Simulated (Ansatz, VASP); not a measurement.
Two plane-wave programs on Os

File POSCAR:

```
Os
1.0
    2.7393806551      0.0000000000      0.0000000000
   -1.3696903275      2.3723732379      0.0000000000
    0.0000000000      0.0000000000      4.3138178725
Os
2
Direct
    0.3333333333      0.6666666667      0.2500000000
    0.6666666667      0.3333333333      0.7500000000
```

File INCAR.step1:

```
SYSTEM = Os
  PREC = Accurate
  ENCUT = 620
  ISMEAR = -1
  SIGMA = 0.1
  LREAL = .False.
  LASPH = .True.
  NELM = 120
  NBANDS = 23
  GGA = PE
  ALGO = Normal
  EDIFF = 1E-5
  LWAVE = .True.
  LCHARG = .False.
  GGA_COMPAT = .False.
```

File INCAR.step2:

```
SYSTEM = Os
  PREC = Accurate
  ENCUT = 620
  EDIFF = 1E-6
  ISMEAR = -1
  SIGMA = 0.1
  LREAL = .False.
  LASPH = .True.
  NELM = 120
  ALGO = Normal
  ISIF = 2
  LWAVE = .False.
  LCHARG = .False.
  METAGGA = R2SCAN
  LMIXTAU = .True.
  NBANDS = 23
  ISTART = 1
  GGA_COMPAT = .False.
```

File KPOINTS:

```
regular mesh
0
Gamma
  13 13 7
  0 0 0
```

Input for Ansatz:

```yaml
crystal:
  lattice:
    - [2.7393806551, 0.0, 0.0]
    - [-1.3696903275, 2.3723732379, 0.0]
    - [0.0, 0.0, 4.3138178725]
  atoms:
    - { symbol: Os, position: [0.3333333333, 0.6666666667, 0.25] }
    - { symbol: Os, position: [0.6666666667, 0.3333333333, 0.75] }
hamiltonian:
  xc: r2scan
  pseudopotentials:
    kind: paw
    azcp:
      Os: "pseudopotentials/Os.paw.azcp"
basis:
  ecutwfc: 800
  fft_grid_basis: typed
kpoints:
  mp_grid: { grid: [13, 13, 7], shift: [0, 0, 0] }
magnetization:
  spin_polarized: false
scf:
  occupations: { method: fermi_dirac, width: 0.1 }
  lower_state_search: "off"
output:
  stress: true
  write_density: true
  write_potential: true
  elf: true
  volumetric_format: npy
```

Alike in both runs: task single point; functional r2SCAN; k mesh 13 × 13 × 7; occupations fermi-dirac, width 0.1 eV; no spin polarisation.

|  | VASP | Ansatz |
| --- | --- | --- |
| version | VASP 6.6.1 | Ansatz 0.2.0 |
| potentials or method | VASP PAW PBE potentials, release 64 (Os_sv_GW), cutoff 620 eV | plane waves (800 eV) with PAW, scalar-relativistic |
| valence electrons in the cell | 32 | 32 |

|  | VASP | Ansatz | Ansatz less VASP |
| --- | --- | --- | --- |
| pressure (GPa) | -0.8 | 0.0 | +0.77 |

VASP's potentials were made for PBE, not for r2SCAN.

Spin-orbit coupling is off throughout.
